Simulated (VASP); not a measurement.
Input of a VASP 6.6.1 run:

INCAR

```
PREC = Accurate ; ENCUT = 600
EDIFF = 1E-6 ; ISMEAR = -1
SIGMA = 0.1 ; LREAL = F
LASPH = T ; NELM = 80
ALGO = Normal ; ISIF = 3
LWAVE = F ; LCHARG = F
GGA = PE ; IBRION = 2
NSW = 60 ; EDIFFG = -0.005
PSTRESS = 320.0
```

The input KPOINTS:

```
Automatic mesh
0
Gamma
  16 16 16
```

File POSCAR:

```
BN
1.0
    0.0000000000      1.7098745582      1.7098745582
    1.7098745582      0.0000000000      1.7098745582
    1.7098745582      1.7098745582      0.0000000000
B N
1 1
Direct
    0.0000000000      0.0000000000      0.0000000000
    0.5000000000      0.5000000000      0.5000000000
```

Potentials or basis: VASP PAW PBE potentials, release 64 (B, N).

Run with:

```console
$ cat potpaw_PBE.64/B/POTCAR potpaw_PBE.64/N/POTCAR > POTCAR
$ mpirun -np 1 vasp_std > vasp.out
```

(1) Estimate the band gap on the k mesh.

(2) Predict the relaxed volume.

Results:

(1) 1.74 eV, indirect (least direct gap 6.08 eV).

(2) 5.00 Å³/atom.

Caveat: the cell is relaxed towards a set pressure, so the enthalpy falls and the energy may rise.
